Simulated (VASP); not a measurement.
# W3Au2 (P6/mmm) in VASP: relaxation of cell and atoms with PBE

Aim: the relaxation of cell and atoms of W3Au2 with PBE.

All numbers are computed with VASP 6.6.1; they aren't measurements. Logs are shortened: lines on timing, memory, paths and dates and some standing lists are left out, and cuts for length are marked.

### Step 1. The cell of the first run

The structure is hexagonal, space group P6/mmm (No. 191). The conventional cell has a = 5.328 Å, b = 5.328 Å, c = 5.188 Å, α = 90.00°, β = 90.00°, γ = 120.00°. W (site symmetry mmm) has 4 W at 2.66 Å and 2 Au at 2.66 Å within 3.5 Å. Within 3.4 Å of Au (site symmetry 6/mmm) lie 2 Au at 2.59 Å. Within 3.4 Å of Au (site symmetry 6/mmm) lie 2 Au at 2.59 Å and 6 W at 2.66 Å.

The cell was generated, and may not be a known phase.

### Step 2. Relaxation of cell and atoms, PBE

File INCAR:

```
PREC = Accurate
ENCUT = 600
EDIFF = 1E-6
ISMEAR = 0
SIGMA = 0.1
LREAL = False
LASPH = True
NELM = 80
ALGO = Fast
ISIF = 3
LWAVE = False
LCHARG = False
GGA = PE
IBRION = 2
NSW = 100
EDIFFG = -0.01
```

File KPOINTS:

```
Automatic mesh
0
Gamma
  12 12 8
```

File POSCAR:

```
W3Au2
1.0
    5.3277376849      0.0000000000      0.0000000000
   -2.6638688424      4.6139561798      0.0000000000
    0.0000000000      0.0000000000      5.1876011185
W Au
3 2
Direct
    0.5000000000      0.0000000000      0.0000000000
    0.0000000000      0.5000000000      0.0000000000
    0.5000000000      0.5000000000      0.0000000000
    0.0000000000      0.0000000000      0.5000000000
    0.0000000000      0.0000000000      0.0000000000
```

Potentials or basis: VASP PAW PBE potentials, release 64 (W_sv, Au).

The run is started by

```bash
> cat potpaw_PBE.64/W_sv/POTCAR potpaw_PBE.64/Au/POTCAR > POTCAR
> mpirun -np 1 vasp_std > vasp.out
```

OUTCAR:

```text
PREC = Accurate
   ENCUT = 600
   EDIFF = 1E-6
   ISMEAR = 0
   LREAL = False
   LASPH = True
   NELM = 80
   ISIF = 3
   GGA = PE
   IBRION = 2
   NSW = 100
   EDIFFG = -0.01

 ion  position               nearest neighbor table
   1  0.500  0.000  0.000-   3 2.66   3 2.66   5 2.66   5 2.66   2 2.66   2 2.66
   2  0.000  0.500  0.000-   5 2.66   5 2.66   3 2.66   3 2.66   1 2.66   1 2.66
   3  0.500  0.500  0.000-   1 2.66   1 2.66   2 2.66   2 2.66   5 2.66   5 2.66
   4  0.000  0.000  0.500-   5 2.59   5 2.59
   5  0.000  0.000  0.000-   4 2.59   4 2.59   2 2.66   2 2.66   1 2.66   1 2.66   3 2.66   3 2.66

  LATTYP: Found a hexagonal cell.
 ALAT       =     5.3277376849
 C/A-ratio  =     0.9736967969

  Lattice vectors:

 A1 = (   5.3277376849,   0.0000000000,   0.0000000000)
 A2 = (  -2.6638688424,   4.6139561798,   0.0000000000)
 A3 = (   0.0000000000,   0.0000000000,   5.1876011185)

Analysis of symmetry for initial positions (statically):
=====================================================================
 Subroutine PRICEL returns:
 Original cell was already a primitive cell.

 Routine SETGRP: Setting up the symmetry group for a
 hexagonal supercell.

 Subroutine GETGRP returns: Found 24 space group operations
 (whereof 24 operations were pure point group operations)
 out of a pool of 24 trial point group operations.

The static configuration has the point symmetry D_6h.

Analysis of symmetry for dynamics (positions and initial velocities):
=====================================================================
 Subroutine PRICEL returns:
 Original cell was already a primitive cell.

 Routine SETGRP: Setting up the symmetry group for a
 hexagonal supercell.

 Subroutine GETGRP returns: Found 24 space group operations
 (whereof 24 operations were pure point group operations)
 out of a pool of 24 trial point group operations.

The dynamic configuration has the point symmetry D_6h.

 Subroutine INISYM returns: Found 24 space group operations
 (whereof 24 operations are pure point group operations),
 and found     1 'primitive' translations

----------------------------------------------------------------------------------------

                                     Primitive cell

  volume of cell :     127.5213

  direct lattice vectors                    reciprocal lattice vectors
     5.327737685  0.000000000  0.000000000     0.187696929  0.108366872  0.000000000
    -2.663868842  4.613956180  0.000000000     0.000000000  0.216733745  0.000000000
     0.000000000  0.000000000  5.187601118     0.000000000  0.000000000  0.192767327

  length of vectors
     5.327737685  5.327737685  5.187601118     0.216733745  0.216733745  0.192767327

  position of ions in fractional coordinates (direct lattice)
     0.500000000  0.000000000  0.000000000
     0.000000000  0.500000000  0.000000000
     0.500000000  0.500000000  0.000000000
     0.000000000  0.000000000  0.500000000
     0.000000000  0.000000000  0.000000000

  ion indices of the primitive-cell ions
   primitive index   ion index
                 1           1
                 2           2
                 3           3
                 4           4
                 5           5

----------------------------------------------------------------------------------------

 KPOINTS: Automatic mesh

Automatic generation of k-mesh.
 Grid dimensions read from file:
 generate k-points for:   12   12    8

 Generating k-lattice:

  Cartesian coordinates                     Fractional coordinates (reciprocal lattice)
     0.015641411  0.009030573  0.000000000     0.083333333  0.000000000  0.000000000
     0.000000000  0.018061145  0.000000000     0.000000000  0.083333333  0.000000000
     0.000000000  0.000000000  0.024095916     0.000000000  0.000000000  0.125000000

  Length of vectors
     0.018061145  0.018061145  0.024095916

  Shift w.r.t. Gamma in fractional coordinates (k-lattice)
     0.000000000  0.000000000  0.000000000

 Subroutine IBZKPT returns following result:
 ===========================================

 Found     95 irreducible k-points:

 Following reciprocal coordinates:
            Coordinates               Weight
  0.000000  0.000000  0.000000      1.000000
  0.083333  0.000000  0.000000      6.000000
  0.166667  0.000000  0.000000      6.000000
  0.250000  0.000000  0.000000      6.000000
  0.333333  0.000000  0.000000      6.000000
  0.416667  0.000000  0.000000      6.000000
[... 16 lines left out ...]
  0.250000  0.000000  0.125000     12.000000
  0.333333  0.000000  0.125000     12.000000
 [... further k-points ...]
   k-points           NKPTS =     95   k-points in BZ     NKDIM =     95   number of bands    NBANDS=     38
   number of dos      NEDOS =    301   number of ions     NIONS =      5
   total plane-waves  NPLWV =  96768
   dimension x,y,z NGX =    48 NGY =   48 NGZ =   42
   dimension x,y,z NGXF=    96 NGYF=   96 NGZF=   84
   ions per type =               3   2
   NGX,Y,Z   is equivalent  to a cutoff of  14.98, 14.98, 13.46 a.u.
   NGXF,Y,Z  is equivalent  to a cutoff of  29.96, 29.96, 26.92 a.u.
 SYSTEM =  unknown system
   PREC   = accura    normal or accurate (medium, high low for compatibility)
   ISTART =      0    job   : 0-new  1-cont  2-samecut
   ICHARG =      2    charge: 1-file 2-atom 10-const
   ISPIN  =      1    spin polarized calculation?
   LNONCOLLINEAR =      F non collinear calculations
   LSORBIT =      F    spin-orbit coupling
   LASPH  =      T    aspherical Exc in radial PAW
   ENCUT  =  600.0 eV  44.10 Ry    6.64 a.u.  10.64 10.64 10.36*2*pi/ulx,y,z
   NELM   =     80;   NELMIN=  2; NELMDL= -5     # of ELM steps
   EDIFF  = 0.1E-05   stopping-criterion for ELM
   LREAL  =      F    real-space projection
   EDIFFG = -.1E-01   stopping-criterion for IOM
   NSW    =    100    number of steps for IOM
   IBRION =      2    ionic relax: 0-MD 1-quasi-New 2-CG
   NFREE  =      1    steps in history (QN), initial steepest desc. (CG)
   ISIF   =      3    stress and relaxation
   ISYM   =      2    0-nonsym 1-usesym 2-fastsym
   POTIM  = 0.5000    time-step for ionic-motion
   TEBEG  =    0.0;   TEEND  =   0.0 temperature during run
   PSTRESS=    0.0 pullay stress
   NELECT =      64.0000    total number of electrons
   NUPDOWN=      -1.0000    fix difference up-down
   EMIN   =  10.00;   EMAX   =-10.00  energy-range for DOS
   EFERMI =   0.00;   METHOD = LEGACY
   ISMEAR =     0;   SIGMA  =   0.10  broadening in eV -4-tet -1-fermi 0-gaus
   EFERMI_NEDOS =   21; number of points for ismear=-14 and -15
   IALGO  =     68    algorithm
   IMIX   =      4    mixing-type and parameters
     AMIX     =   0.40;   BMIX     =  1.00
     AMIX_MAG =   1.60;   BMIX_MAG =  1.00
  volume/ion in A,a.u.               =      25.50       172.11
  Fermi-wavevector in a.u.,A,eV,Ry     =   1.300990  2.458514 23.028871  1.692574
  Thomas-Fermi vector in A             =   2.432153
   LORBIT       =      0    0 simple, 1 ext, 2 COOP (PROOUT), +10 PAW based schemes
   GGA     = PE    functional components
   LHFCALC =     F    Hartree Fock is set to
   AEXX    =    0.0000 exact exchange contribution
   IVDW    =     0    specifies the selected vdW correction
   LEPSILON=     F    determine dielectric tensor
   LRPA    =     F    only Hartree local field effects (RPA)
 conjugate gradient relaxation of ions
 non-spin polarized calculation
 RMM-DIIS sequential band-by-band and
 Gauss-broadening in eV      SIGMA  =   0.10
  energy-cutoff  :      600.00
  volume of cell :      127.52
 maximum number of plane-waves:      4290
 NGX is ok and might be reduce to    48
   NGX = 21   NGY = 21   NGZ = 21

--------------------------------------- Ionic step        1  -------------------------------------------

 number of electron      64.0000003 magnetization

 Free energy of the ion-electron system (eV)
  ---------------------------------------------------
  ext. energy  EPLUGINS =         0.00000000
  ---------------------------------------------------
  free energy    TOTEN  =       -35.67594760 eV

  energy without entropy =      -35.64623635  energy(sigma->0) =      -35.66109197

------------------------ aborting loop because EDIFF is reached ----------------------------------------

  FORCE on cell =-STRESS in cart. coord.  units (eV):
  Direction    XX          YY          ZZ          XY          YZ          ZX
  --------------------------------------------------------------------------------------
  -------------------------------------------------------------------------------------
  Total        0.5956521      0.5956521      0.1181948      0.0000000      0.0000000      0.0000000
  in kB        7.4837689      7.4837689      1.4849985      0.0000000      0.0000000      0.0000000
  external PRESSURE =       5.4841788 kB  Pullay stress =       0.0000000 kB
[... 141 lines left out ...]
  energy  without entropy=      -35.6469504134  energy(sigma->0) =      -35.66193757

--------------------------------------- Ionic step        5  -------------------------------------------

 number of electron      64.0000004 magnetization

 Free energy of the ion-electron system (eV)
  ---------------------------------------------------
  ext. energy  EPLUGINS =         0.00000000
  ---------------------------------------------------
  free energy    TOTEN  =       -35.67694069 eV

  energy without entropy =      -35.64695197  energy(sigma->0) =      -35.66194633

 E-fermi :   5.0777     XC(G=0): -10.3016

 val. band max:        5.0752702649   @ k =   0.3333   0.0000   0.0000
 cond. band min:       5.0862585651   @ k =   0.3333   0.0833   0.3750
 fundamental gap:      0.0109883002
 Fermi energy:         5.0776622389

 k-point     1 :       0.0000    0.0000    0.0000
  band No.  band energies     occupation
      1     -69.1247      2.00000
      2     -69.0048      2.00000
      3     -69.0048      2.00000
      4     -33.8867      2.00000
      5     -33.6345      2.00000
      6     -33.6345      2.00000
[... 973 lines left out ...]
     37       6.2391      0.00000
     38       7.4368      0.00000

 [... further k-points ...]

------------------------ aborting loop because EDIFF is reached ----------------------------------------

  FORCE on cell =-STRESS in cart. coord.  units (eV):
  Direction    XX          YY          ZZ          XY          YZ          ZX
  --------------------------------------------------------------------------------------
  -------------------------------------------------------------------------------------
  Total       -0.0102091     -0.0102091      0.0064578     -0.0000000     -0.0000000      0.0000000
  in kB       -0.1277365     -0.1277365      0.0808002     -0.0000000     -0.0000000      0.0000000
  external PRESSURE =      -0.0582243 kB  Pullay stress =       0.0000000 kB
[... 20 lines left out ...]
  FREE ENERGIE OF THE ION-ELECTRON SYSTEM (eV)
  ---------------------------------------------------
  free  energy   TOTEN  =       -35.6769406888 eV

  energy  without entropy=      -35.6469519701  energy(sigma->0) =      -35.66194633

 reached required accuracy - stopping structural energy minimisation
```

It took 44 min on 1 thread of Oxide Virtual Turin-like, shared host; peak memory 0.62 GiB.

What came out:

```yaml
Free_energy: -35.6769 eV
Relaxed_volume: 25.61 Å³/atom
Relaxed_cell: a = 5.336 Å, b = 5.336 Å, c = 5.192 Å, α = 90.00°, β = 90.00°, γ = 120.00°
Space_group_after_relaxing_to_0.1_Å: P6/mmm (No. 191)
Energy_gained_by_relaxing: 0.2 meV/atom
Ionic_steps: 5
Pressure_after_relaxing: 0.0 GPa
Band_gap_on_the_k_mesh: zero (bands 32 and 33 overlap by 1.91 eV)
```

Step by step:
```tsv
step	energy change (eV)	largest force (eV/Å)	pressure (GPa)	volume (Å³)
1	0.0000	0.0000	0.55	127.52
2	0.0052	0.0000	-1.26	129.14
3	-0.0010	0.0000	0.03	127.98
4	-0.0010	0.0000	0.02	127.99
5	-0.0010	0.0000	-0.01	128.05
```

Final structure:
```
W Au
1.0
     5.33647    0.00000    0.00000
    -2.66824    4.62152    0.00000
     0.00000    0.00000    5.19211
W Au
3 2
Cartesian
  2.6682 0.0000 5.1921
  4.0024 2.3108 0.0000
  1.3341 2.3108 5.1921
  -2.6682 4.6215 2.5961
  -2.6682 4.6215 5.1921
```

Levels at points of the mesh, in eV from the Fermi level:
```
           k point  band 30  band 31  band 32  band 33  band 34  band 35
(0.00, 0.00, 0.00)    -0.34     0.18     0.84     0.84     1.16     1.16
(0.50, 0.00, 0.00)    -1.12    -0.94    -0.43     0.21     0.24     0.37
(0.00, 0.00, 0.50)    -0.51    -0.51     1.01     1.01     2.14     2.63
(0.50, 0.00, 0.50)    -1.16    -0.93    -0.17     0.20     0.29     0.32
```

Caveat: spin-orbit coupling is left out, which moves the levels of the heavy elements.
